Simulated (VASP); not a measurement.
Input of a VASP 6.6.1 run:

File INCAR:

```
SYSTEM = GaP
ALGO = Normal ; EDIFF = 1E-6
ENCUT = 520 ; GGA = RP
ISIF = 2 ; ISMEAR = -1
IVDW = 13 ; LASPH = .TRUE.
LCHARG = .FALSE. ; LREAL = .FALSE.
LWAVE = .FALSE. ; NBANDS = 16
NELM = 60 ; PREC = Accurate
SIGMA = 0.05
```

File KPOINTS:

```
k-points
0
G
  8 8 8
  0 0 0
```

File POSCAR:

```
GaP
1.0
    0.0000000000      2.6988328569      2.6988328569
    2.6988328569      0.0000000000      2.6988328569
    2.6988328569      2.6988328569      0.0000000000
Ga P
1 1
Direct
    0.0000000000      0.0000000000      0.0000000000
    0.7500000000      0.7500000000      0.7500000000
```

Potentials or basis: VASP PAW PBE potentials, release 64 (Ga_d, P).

Command:

```sh
$ cat potpaw_PBE.64/Ga_d/POTCAR potpaw_PBE.64/P/POTCAR > POTCAR
$ mpirun -np 1 vasp_std > vasp.out
```

Q: What does it give for the pressure?

A: -0.1 GPa.

Q: What does it give for the band gap on the k mesh?

A: 1.68 eV, indirect (least direct gap 2.20 eV).

Q: What does it give for the dispersion energy per atom?

A: -0.809 eV.

Caveat: the PAW data sets were made with another functional, which shifts forces and pressure a little.

**Experimental background.**

From “Stacking defects in GaP nanowires: Electronic structure and optical properties”, 2018, arxiv:1810.01194, for a bulk crystal of GaP at 10 K: band gap 2.34 eV (indirect).

Measured gap of GaP: 2.34 eV (indirect; 10 K; quoted in “Stacking defects in GaP nanowires: Electronic structure and optical properties”, 2018, arxiv:1810.01194). This calculation gives 1.68 eV (-0.66 eV). Spin-orbit coupling on Ga is left out. The value is that of RPBE+D4 on a finite k mesh, which can miss the band edges, without temperature or zero-point motion. Semilocal functionals fall short of measured gaps as a rule.
